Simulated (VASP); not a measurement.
A run of VASP 6.6.1:

File POSCAR:

```
Os
1.0
    2.6782863798      0.0000000000      0.0000000000
   -1.3391431899      2.3194640436      0.0000000000
    0.0000000000      0.0000000000      4.2315181138
Os
2
Direct
    0.6666666667      0.3333333333      0.7500000000
    0.3333333333      0.6666666667      0.2500000000
```

Contents of INCAR.step1:

```
  ALGO = Normal
  EDIFF = 1E-5
  ENCUT = 520
  GGA = PE
  ISIF = 2
  ISMEAR = -1
  LASPH = T
  LCHARG = F
  LREAL = F
  LWAVE = T
  NBANDS = 15
  NELM = 100
  PREC = Accurate
  SIGMA = 0.05
```

INCAR.step2

```
  AEXX = 0.5
  AGGAC = 1.0
  AGGAX = 0.5
  ALDAC = 0.0
  ALDAX = 0.5
  ALGO = Normal
  EDIFF = 1E-6
  ENCUT = 520
  GGA = B5
  ISIF = 2
  ISMEAR = -1
  ISTART = 1
  LASPH = T
  LCHARG = F
  LHFCALC = T
  LREAL = F
  LWAVE = F
  NBANDS = 15
  NELM = 100
  PREC = Accurate
  PRECFOCK = Normal
  SIGMA = 0.05
```

The input KPOINTS:

```
k-points
0
Gamma
  6 6 3
```

Potentials or basis: VASP PAW PBE potentials, release 64 (Os).

Run with:

```console
$ cat potpaw_PBE.64/Os/POTCAR > POTCAR
$ cp INCAR.step1 INCAR
$ mpirun -np 1 vasp_std > vasp.out
$ cp INCAR.step2 INCAR
$ mpirun -np 1 vasp_std > vasp.out
```

Hardware: 1 thread of Intel(R) Xeon(R) Platinum 8259CL CPU @ 2.50GHz (Skylake/Cascade Lake), on a shared host.

**Question.** How long does it take, and how much memory?

**Answer.** Wall time 12 min on 1 thread of Intel(R) Xeon(R) Platinum 8259CL CPU @ 2.50GHz (Skylake/Cascade Lake), on a shared host, peak memory 0.16 GiB. Counts: k points 14.
